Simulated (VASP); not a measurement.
Here is a VASP 6.6.1 calculation.

Contents of INCAR:

```
SYSTEM = MoS2
ALGO     = Normal         ! electronic algorithm
EDIFF    = 1E-7           ! SCF threshold, eV
ENCUT    = 520            ! plane-wave cutoff, eV
GGA      = PS             ! functional
ISIF     = 2              ! what is computed and relaxed
ISMEAR   = 1              ! smearing method
LASPH    = .TRUE.         ! aspherical terms in the spheres
LCHARG   = .TRUE.         ! write CHGCAR
LELF     = .TRUE.         ! ELF
LREAL    = .FALSE.        ! projectors in reciprocal space
LVHAR    = .TRUE.       
LWAVE    = .FALSE.        ! write WAVECAR
NBANDS   = 35             ! bands
NELM     = 80             ! most SCF steps
PREC     = Accurate       ! precision mode
SIGMA    = 0.2            ! smearing width, eV
```

File KPOINTS:

```
k-points
0
G
  12 12 2
  0 0 0
```

Contents of POSCAR:

```
MoS2
1.0
    3.2987000000      0.0000000000      0.0000000000
   -1.6493500000      2.8567579994      0.0000000000
    0.0000000000      0.0000000000     11.9418000000
Mo S
2 4
Direct
    0.3333333333      0.6666666667      0.2500000000
    0.6666666667      0.3333333333      0.7500000000
    0.3333333333      0.6666666667      0.6259932117
    0.6666666667      0.3333333333      0.1259932117
    0.3333333333      0.6666666667      0.8740067883
    0.6666666667      0.3333333333      0.3740067883
```

Potentials or basis: VASP PAW PBE potentials, release 64 (Mo_sv, S).

Run with:

```bash
$ cat potpaw_PBE.64/Mo_sv/POTCAR potpaw_PBE.64/S/POTCAR > POTCAR
$ mpirun -np 1 vasp_std > vasp.out
```

What does it give for the band gap on the k mesh?

Zero (filled and empty bands overlap).

Estimate the largest force.

0.498 eV/Å.

Predict the pressure.

-5.3 GPa.

Forces in eV/Å, atoms in the order of the input:
```
Mo   0.000  0.000  0.000
Mo   0.000  0.000  0.000
S    0.000  0.000 -0.498
S    0.000  0.000 -0.498
S    0.000  0.000  0.498
S    0.000  0.000  0.498
```

Caveat: the PAW data sets were made with another functional, which shifts forces and pressure a little; this functional lacks dispersion, which binds the layers, so the pressure and a relaxed spacing across them are unreliable.
